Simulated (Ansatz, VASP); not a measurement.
# Two plane-wave programs on SiGe4

```
Si Ge
1.0
     2.43361   -3.78258    0.00000
     2.43361    3.78258    0.00000
     0.00000    0.00000    3.65465
Si Ge
1 4
Direct
  0.00000 0.00000 0.00000
  0.50000 0.50000 0.78504
  0.50000 0.50000 0.21496
  0.63232 0.36768 0.00000
  0.36768 0.63232 0.00000
```

Alike in both runs: task relaxation of cell and atoms; functional PBE; k mesh 4 × 4 × 6; occupations gaussian, width 0.1 eV; no spin polarisation.

|  | VASP | Ansatz |
| --- | --- | --- |
| version | VASP 6.6.1 | Ansatz 0.2.0 |
| potentials or method | VASP PAW PBE potentials, release 64 (Si, Ge_d), cutoff 600 eV | scalar-relativistic, plane waves, PAW |
| valence electrons in the cell | 60 | 60 |

Ansatz gave:

| Quantity | Value |
| --- | --- |
| gap on the k mesh at the Fermi level, each at its own relaxed structure (eV) | none |
| relaxed volume (Å³/atom) | 26.73 |
| relaxed cell length with the largest relative difference (Å) | 5.541 |

Task: What did VASP give for the same quantities?

Result: gap on the k mesh at the Fermi level, each at its own relaxed structure (eV): none; relaxed volume (Å³/atom): 26.40; relaxed cell length with the largest relative difference (Å): 5.450.

A gap of «none» marks a metal or a gap that the smearing closes.

The k mesh is coarse, so the values compare programs but aren't converged. Noted on VASP's run: the volume moved by over 15 % at a fixed basis, so the end points are rough.
